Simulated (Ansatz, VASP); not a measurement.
# TaN in VASP and in Ansatz

```
CELL_PARAMETERS angstrom
5.21934 0.00000 0.00000
-2.60967 4.52008 0.00000
0.00000 0.00000 2.92726
ATOMIC_POSITIONS crystal
Ta 0.00000 0.00000 0.00000
Ta 0.33333 0.66667 0.50000
Ta 0.66667 0.33333 0.50000
N 0.50000 0.00000 0.00000
N 0.50000 0.50000 0.00000
N 0.00000 0.50000 0.00000
```

Change from the starting cell: volume scaled by 1.02, crystal datasets.

Alike in both runs: task electric field gradients; functional LDA; k mesh 5 × 5 × 8; occupations fermi-dirac, width 0.03 eV; no spin polarisation.

|  | VASP | Ansatz |
| --- | --- | --- |
| version | VASP 6.6.1 | Ansatz 0.2.0 |
| potentials or method | VASP PAW LDA potentials, release 64 (Ta_pv, N), cutoff 520 eV | all-electron PAW with datasets made for the crystal, scalar-relativistic |

Ansatz gave:

| Property | Result |
| --- | --- |
| pressure (GPa) | -10.7 |
| traceless stress, the component that is largest in VASP (GPa) | -3.19 |
| size of Vzz on the site where it differs most (V/Å²) | 459.8 |

Estimate VASP's values.

pressure (GPa): -9.2; traceless stress, the component that is largest in VASP (GPa): -2.80; size of Vzz on the site where it differs most (V/Å²): 340.0.

LDA's correlation is that of Perdew and Zunger in VASP and of Perdew and Wang (1992) in Ansatz. Ansatz ran all-electron here, and VASP with PAW potentials.

Neither program's run includes spin-orbit coupling.
